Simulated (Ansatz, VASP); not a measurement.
HfB: VASP beside Ansatz

```
Hf B
1.0
     0.00000    2.24070    2.27535
     2.24070    0.00000    2.27535
     2.24070    2.24070    0.00000
Hf B
1 1
Cartesian
  2.2407 2.2407 2.2753
  0.0000 0.0000 0.0000
```

Change from the starting cell: strain -0.030 along x and y, -0.015 along z, atoms carried along.

Alike in both runs: task single point; functional PBE; k mesh 18 × 18 × 18; occupations gaussian, width 0.15 eV; no spin polarisation.

```csv
,VASP,Ansatz
version,VASP 6.6.1,Ansatz 0.2.0
potentials or method,"VASP PAW PBE potentials, release 64 (Hf_pv, B), cutoff 520 eV","scalar-relativistic, plane waves, PAW"
valence electrons in the cell,13,29
```

```tsv
	VASP	Ansatz	Ansatz less VASP
gap on the k mesh at the Fermi level (eV)	none	none	-
pressure (GPa)	55.3	53.7	-1.65
traceless stress, the component that is largest in VASP (GPa)	-6.62	-6.50	+0.117
```

A gap of «none» marks a metal or a gap that the smearing closes. Both programs put the cell under a high pressure, so it lies far from rest at this level. The functional is the same, so the differences come from potentials, cutoffs and numerics. VASP's potentials hold 13 valence electrons a cell and Ansatz's 29, so a difference there can come from the potentials and not from the codes.

Neither program's run includes spin-orbit coupling.
